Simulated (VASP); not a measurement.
A run of VASP 6.6.1 is set up as follows.

Contents of INCAR:

```
ALGO = Normal
EDIFF = 1E-6
ENCUT = 520
GGA = PE
ISIF = 2
ISMEAR = -1
IVDW = 12
LASPH = True
LCHARG = True
LELF = True
LREAL = False
LVHAR = True
LWAVE = False
NBANDS = 11
NELM = 60
PREC = Accurate
SIGMA = 0.05
```

Contents of KPOINTS:

```
k-points
0
Gamma
  8 8 8
```

POSCAR

```
MgS
1.0
    0.0000000000      2.8131733864      2.8131733864
    2.8131733864      0.0000000000      2.8131733864
    2.8131733864      2.8131733864      0.0000000000
S Mg
1 1
Direct
    0.2500000000      0.2500000000      0.2500000000
    0.0000000000      0.0000000000      0.0000000000
```

Potentials or basis: VASP PAW PBE potentials, release 64 (S, Mg).

Command:

```bash
$ cat potpaw_PBE.64/S/POTCAR potpaw_PBE.64/Mg/POTCAR > POTCAR
$ mpirun -np 1 vasp_std > vasp.out
```

(1) What does it give for the band gap on the k mesh?

(2) What does it give for the pressure?

(3) Estimate the dispersion energy per atom.

## Answers

(1) 3.55 eV, direct.

(2) -0.1 GPa.

(3) -0.276 eV.
